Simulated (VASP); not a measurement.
# Si3N4 (Cmmm) in VASP: a series of runs

The runs below take Si3N4 through single point, relaxation of cell and atoms, with PBE.

All numbers are computed with VASP 6.6.1; they aren't measurements. Logs are shortened: lines on timing, memory, paths and dates and some standing lists are left out, and cuts for length are marked.

### 1 The cell of the first run

The structure is orthorhombic, space group Cmmm (No. 65). The conventional cell has a = 5.714 Å, b = 7.359 Å, c = 2.794 Å, α = 90.00°, β = 90.00°, γ = 90.00°. Within 2.5 Å of Si (site symmetry 2/m) lie 6 N at 1.85 to 2.00 Å. Si (site symmetry mmm) has 6 N at 1.80 to 1.88 Å within 2.4 Å. Within 2.6 Å of N (site symmetry 2mm) lie 4 Si at 1.85 to 1.88 Å and 5 N at 2.50 to 2.60 Å. Within 2.4 Å of N (site symmetry m2m) lie 5 Si at 1.80 to 2.00 Å.

The cell was built from a structure type or drawn by symmetry, and may not be a known phase.

### 2 Single point, PBE

The input, INCAR:

```
PREC = Accurate
ENCUT = 520
EDIFF = 1E-6
ISMEAR = 0
SIGMA = 0.1
LREAL = F
LASPH = T
NELM = 60
ALGO = Normal
ISIF = 2
LWAVE = F
LCHARG = F
GGA = PE
NBANDS = 25
```

The input, KPOINTS:

```
Automatic mesh
0
Gamma
  4 4 6
```

The input, POSCAR:

```
Si3N4
1.0
    2.8571571482     -3.6796735128      0.0000000000
    2.8571571482      3.6796735128      0.0000000000
    0.0000000000      0.0000000000      2.7935482017
Si N
3 4
Direct
    0.5000000000      0.0000000000      0.5000000000
    0.0000000000      0.5000000000      0.5000000000
    0.0000000000      0.0000000000      0.0000000000
    0.7809335195      0.7809335195      0.5000000000
    0.2190664805      0.2190664805      0.5000000000
    0.2446059867      0.7553940133      0.0000000000
    0.7553940133      0.2446059867      0.0000000000
```

Potentials or basis: VASP PAW PBE potentials, release 64 (Si, N).

Command:

```console
$ cat potpaw_PBE.64/Si/POTCAR potpaw_PBE.64/N/POTCAR > POTCAR
$ mpirun -np 1 vasp_std > vasp.out
```

OUTCAR:

```text
PREC = Accurate
   ENCUT = 520
   EDIFF = 1E-6
   ISMEAR = 0
   LREAL = F
   LASPH = T
   NELM = 60
   ISIF = 2
   GGA = PE

 ion  position               nearest neighbor table
   1  0.500  0.000  0.500-   4 1.85   5 1.85   6 2.00   7 2.00   6 2.00   7 2.00   3 2.72   3 2.72
                             3 2.72   3 2.72   2 2.86   2 2.86
   2  0.000  0.500  0.500-   4 1.85   5 1.85   6 2.00   7 2.00   6 2.00   7 2.00   3 2.72   3 2.72
                             3 2.72   3 2.72   1 2.86   1 2.86
   3  0.000  0.000  0.000-   6 1.80   7 1.80   4 1.88   5 1.88   4 1.88   5 1.88   1 2.72   2 2.72
                             1 2.72   2 2.72   2 2.72   2 2.72   1 2.72   1 2.72
   4  0.781  0.781  0.500-   1 1.85   2 1.85   3 1.88   3 1.88
   5  0.219  0.219  0.500-   1 1.85   2 1.85   3 1.88   3 1.88
   6  0.245  0.755  0.000-   3 1.80   2 2.00   1 2.00   1 2.00   2 2.00
   7  0.755  0.245  0.000-   3 1.80   2 2.00   1 2.00   1 2.00   2 2.00

  LATTYP: Found a base centered orthorhombic cell.
 ALAT       =     5.7143142964
 B/A-ratio  =     1.2878792877
 C/A-ratio  =     0.4888684900

  Lattice vectors:

 A1 = (   2.8571571482,  -3.6796735128,   0.0000000000)
 A2 = (   2.8571571482,   3.6796735128,   0.0000000000)
 A3 = (   0.0000000000,   0.0000000000,   2.7935482017)

Analysis of symmetry for initial positions (statically):
=====================================================================
 Subroutine PRICEL returns:
 Original cell was already a primitive cell.

 Routine SETGRP: Setting up the symmetry group for a
 base centered orthorhombic supercell.

 Subroutine GETGRP returns: Found  8 space group operations
 (whereof  8 operations were pure point group operations)
 out of a pool of  8 trial point group operations.

The static configuration has the point symmetry D_2h.

Analysis of symmetry for dynamics (positions and initial velocities):
=====================================================================
 Subroutine PRICEL returns:
 Original cell was already a primitive cell.

 Routine SETGRP: Setting up the symmetry group for a
 base centered orthorhombic supercell.

 Subroutine GETGRP returns: Found  8 space group operations
 (whereof  8 operations were pure point group operations)
 out of a pool of  8 trial point group operations.

The dynamic configuration has the point symmetry D_2h.

 Subroutine INISYM returns: Found  8 space group operations
 (whereof  8 operations are pure point group operations),
 and found     1 'primitive' translations

----------------------------------------------------------------------------------------

                                     Primitive cell

  volume of cell :      58.7394

  direct lattice vectors                    reciprocal lattice vectors
     2.857157148 -3.679673513  0.000000000     0.174999125 -0.135881621  0.000000000
     2.857157148  3.679673513  0.000000000     0.174999125  0.135881621  0.000000000
     0.000000000  0.000000000  2.793548202     0.000000000  0.000000000  0.357967691

  length of vectors
     4.658684807  4.658684807  2.793548202     0.221559266  0.221559266  0.357967691

  position of ions in fractional coordinates (direct lattice)
     0.500000000  0.000000000  0.500000000
     0.000000000  0.500000000  0.500000000
     0.000000000  0.000000000  0.000000000
     0.780933520  0.780933520  0.500000000
     0.219066480  0.219066480  0.500000000
     0.244605987  0.755394013  0.000000000
     0.755394013  0.244605987  0.000000000

  ion indices of the primitive-cell ions
   primitive index   ion index
                 1           1
                 2           2
                 3           3
                 4           4
                 5           5
                 6           6
                 7           7

----------------------------------------------------------------------------------------

 KPOINTS: Automatic mesh

Automatic generation of k-mesh.
 Grid dimensions read from file:
 generate k-points for:    4    4    6

 Generating k-lattice:

  Cartesian coordinates                     Fractional coordinates (reciprocal lattice)
     0.043749781 -0.033970405  0.000000000     0.250000000  0.000000000  0.000000000
     0.043749781  0.033970405  0.000000000     0.000000000  0.250000000  0.000000000
     0.000000000  0.000000000  0.059661282     0.000000000  0.000000000  0.166666667

  Length of vectors
     0.055389817  0.055389817  0.059661282

  Shift w.r.t. Gamma in fractional coordinates (k-lattice)
     0.000000000  0.000000000  0.000000000

 Subroutine IBZKPT returns following result:
 ===========================================

 Found     28 irreducible k-points:

 Following reciprocal coordinates:
            Coordinates               Weight
  0.000000  0.000000  0.000000      1.000000
  0.250000  0.000000  0.000000      4.000000
  0.500000  0.000000  0.000000      2.000000
  0.250000  0.250000  0.000000      2.000000
  0.500000  0.250000  0.000000      4.000000
 -0.250000  0.250000  0.000000      2.000000
[... 16 lines left out ...]
  0.250000  0.000000  0.500000      4.000000
  0.500000  0.000000  0.500000      2.000000
 [... further k-points ...]
   k-points           NKPTS =     28   k-points in BZ     NKDIM =     28   number of bands    NBANDS=     25
   number of dos      NEDOS =    301   number of ions     NIONS =      7
   total plane-waves  NPLWV =  31104
   dimension x,y,z NGX =    36 NGY =   36 NGZ =   24
   dimension x,y,z NGXF=    72 NGYF=   72 NGZF=   48
   ions per type =               3   4
   NGX,Y,Z   is equivalent  to a cutoff of  12.85, 12.85, 14.28 a.u.
   NGXF,Y,Z  is equivalent  to a cutoff of  25.69, 25.69, 28.57 a.u.
 SYSTEM =  unknown system
   PREC   = accura    normal or accurate (medium, high low for compatibility)
   ISTART =      0    job   : 0-new  1-cont  2-samecut
   ICHARG =      2    charge: 1-file 2-atom 10-const
   ISPIN  =      1    spin polarized calculation?
   LNONCOLLINEAR =      F non collinear calculations
   LSORBIT =      F    spin-orbit coupling
   LASPH  =      T    aspherical Exc in radial PAW
   ENCUT  =  520.0 eV  38.22 Ry    6.18 a.u.   8.66  8.66  5.19*2*pi/ulx,y,z
   NELM   =     60;   NELMIN=  2; NELMDL= -5     # of ELM steps
   EDIFF  = 0.1E-05   stopping-criterion for ELM
   LREAL  =      F    real-space projection
   EDIFFG = 0.1E-04   stopping-criterion for IOM
   NSW    =      0    number of steps for IOM
   IBRION =     -1    ionic relax: 0-MD 1-quasi-New 2-CG
   NFREE  =      0    steps in history (QN), initial steepest desc. (CG)
   ISIF   =      2    stress and relaxation
   ISYM   =      2    0-nonsym 1-usesym 2-fastsym
   POTIM  = 0.5000    time-step for ionic-motion
   TEBEG  =    0.0;   TEEND  =   0.0 temperature during run
   PSTRESS=    0.0 pullay stress
   NELECT =      32.0000    total number of electrons
   NUPDOWN=      -1.0000    fix difference up-down
   EMIN   =  10.00;   EMAX   =-10.00  energy-range for DOS
   EFERMI =   0.00;   METHOD = LEGACY
   ISMEAR =     0;   SIGMA  =   0.10  broadening in eV -4-tet -1-fermi 0-gaus
   EFERMI_NEDOS =   21; number of points for ismear=-14 and -15
   IALGO  =     38    algorithm
   IMIX   =      4    mixing-type and parameters
     AMIX     =   0.40;   BMIX     =  1.00
     AMIX_MAG =   1.60;   BMIX_MAG =  1.00
  volume/ion in A,a.u.               =       8.39        56.63
  Fermi-wavevector in a.u.,A,eV,Ry     =   1.337052  2.526662 24.323245  1.787708
  Thomas-Fermi vector in A             =   2.465631
   LORBIT       =      0    0 simple, 1 ext, 2 COOP (PROOUT), +10 PAW based schemes
   GGA     = PE    functional components
   LHFCALC =     F    Hartree Fock is set to
   AEXX    =    0.0000 exact exchange contribution
   IVDW    =     0    specifies the selected vdW correction
   LEPSILON=     F    determine dielectric tensor
   LRPA    =     F    only Hartree local field effects (RPA)
 non-spin polarized calculation
 Gauss-broadening in eV      SIGMA  =   0.10
  energy-cutoff  :      520.00
  volume of cell :       58.74
 maximum number of plane-waves:      1626
 NGX is ok and might be reduce to    36
   NGX = 17   NGY = 17   NGZ = 11

 number of electron      32.0000001 magnetization

 Free energy of the ion-electron system (eV)
  ---------------------------------------------------
  ext. energy  EPLUGINS =         0.00000000
  ---------------------------------------------------
  free energy    TOTEN  =       -52.90351614 eV

  energy without entropy =      -52.90351614  energy(sigma->0) =      -52.90351614

 E-fermi :  10.2645     XC(G=0): -12.1970

 val. band max:        9.8597298268   @ k =   0.0000   0.0000   0.0000
 cond. band min:      10.6692338010   @ k =   0.5000   0.5000   0.5000
 fundamental gap:      0.8095039743
 Fermi energy:        10.2645473222

 k-point     1 :       0.0000    0.0000    0.0000
  band No.  band energies     occupation
      1     -10.2864      2.00000
      2      -6.5068      2.00000
      3      -5.3600      2.00000
      4      -4.1810      2.00000
      5      -1.9397      2.00000
      6       1.4183      2.00000
[... 17 lines left out ...]
     24      19.7001      0.00000
     25      20.9393      0.00000

 k-point     2 :       0.2500    0.0000    0.0000
  band No.  band energies     occupation
      1     -10.0051      2.00000
      2      -7.1948      2.00000
      3      -5.4983      2.00000
      4      -4.3922      2.00000
      5      -0.9203      2.00000
      6       1.8435      2.00000
[... 17 lines left out ...]
     24      20.3871      0.00000
     25      20.6233      0.00000

 k-point     3 :       0.5000    0.0000    0.0000
  band No.  band energies     occupation
      1      -9.5513      2.00000
      2      -8.0436      2.00000
      3      -5.3232      2.00000
      4      -4.7695      2.00000
      5       0.1652      2.00000
      6       1.7687      2.00000
[... 552 lines left out ...]
 k-point    23 :       0.2500    0.0000    0.5000
  band No.  band energies     occupation
      1      -6.6117      2.00000
      2      -6.5736      2.00000
      3      -5.2213      2.00000
      4      -4.3342      2.00000
      5       0.1128      2.00000
      6       1.4853      2.00000
[... 17 lines left out ...]
     24      20.2566      0.00000
     25      20.7431      0.00000

 k-point    24 :       0.5000    0.0000    0.5000
  band No.  band energies     occupation
      1      -6.3282      2.00000
      2      -6.2026      2.00000
      3      -5.7261      2.00000
      4      -4.6327      2.00000
      5      -0.3021      2.00000
      6       1.0680      2.00000
[... 17 lines left out ...]
     24      21.0182      0.00000
     25      21.2129      0.00000

 [... further k-points ...]
[... 5 lines left out ...]
  --------------------------------------------------------------------------------------
  -------------------------------------------------------------------------------------
  Total        0.0220005      0.0000551      0.0207182     -0.0000000      0.0000000      0.0000000
  in kB        0.6000859      0.0015023      0.5651108     -0.0000000      0.0000000      0.0000000
  external PRESSURE =       0.3888997 kB  Pullay stress =       0.0000000 kB

 VOLUME and BASIS-vectors are now :
 -----------------------------------------------------------------------------
  energy-cutoff  :      520.00
  volume of cell :       58.74
      direct lattice vectors                 reciprocal lattice vectors
     2.857157148 -3.679673513  0.000000000     0.174999125 -0.135881621  0.000000000
     2.857157148  3.679673513  0.000000000     0.174999125  0.135881621  0.000000000
     0.000000000  0.000000000  2.793548202     0.000000000  0.000000000  0.357967691

 POSITION                                       TOTAL-FORCE (eV/Angst)
 -----------------------------------------------------------------------------------
      1.42858     -1.83984      1.39677         0.000000      0.000000      0.000000
      1.42858      1.83984      1.39677         0.000000      0.000000      0.000000
      0.00000      0.00000      0.00000         0.000000      0.000000      0.000000
      4.46250      0.00000      1.39677         0.005972      0.000000      0.000000
      1.25181      0.00000      1.39677        -0.005972      0.000000      0.000000
      2.85716      1.87953      0.00000         0.000000      0.013998     -0.000000
      2.85716     -1.87953      0.00000         0.000000     -0.013998      0.000000
 -----------------------------------------------------------------------------------
    total drift:                               -0.000000     -0.000000      0.000000

  FREE ENERGIE OF THE ION-ELECTRON SYSTEM (eV)
  ---------------------------------------------------
  free  energy   TOTEN  =       -52.9035161406 eV

  energy  without entropy=      -52.9035161405  energy(sigma->0) =      -52.90351614
```

It took 68 s on 1 thread of Intel Xeon 8259CL, shared host; peak memory 0.18 GiB.

Results:

* Free energy: -52.9035 eV
* Pressure: 0.0 GPa
* Largest force: 0.014 eV/Å
* Band gap on the k mesh: 0.81 eV (least direct gap 1.60 eV)

Forces in eV/Å, atoms in the order of the input:
```
Si   0.000  0.000  0.000
Si   0.000  0.000  0.000
Si   0.000  0.000  0.000
N    0.006  0.000  0.000
N   -0.006  0.000  0.000
N    0.000  0.014  0.000
N    0.000 -0.014  0.000
```

Levels at points of the mesh, in eV from the valence-band top:
```
           k point  band 13  band 14  band 15  band 16  band 17  band 18  band 19  band 20
(0.00, 0.00, 0.00)    -1.21    -1.06    -0.53     0.00     1.70     4.61     4.98     6.51
(0.50, 0.00, 0.00)    -1.40    -1.23    -0.96    -0.41     3.61     5.05     7.08     7.15
(0.50, 0.50, 0.00)    -3.54    -1.60    -1.41    -1.28     5.15     5.19     6.02     6.67
(0.00, 0.00, 0.50)    -4.36    -3.23    -2.50    -0.89     5.11     5.16     7.40     7.85
(0.50, 0.00, 0.50)    -3.65    -2.97    -1.49    -1.00     2.54     4.27     6.81     7.41
(0.50, 0.50, 0.50)    -2.97    -2.24    -1.15    -0.79     0.81     4.10     5.48     5.87
```

(Continued in part 2 of 2.)
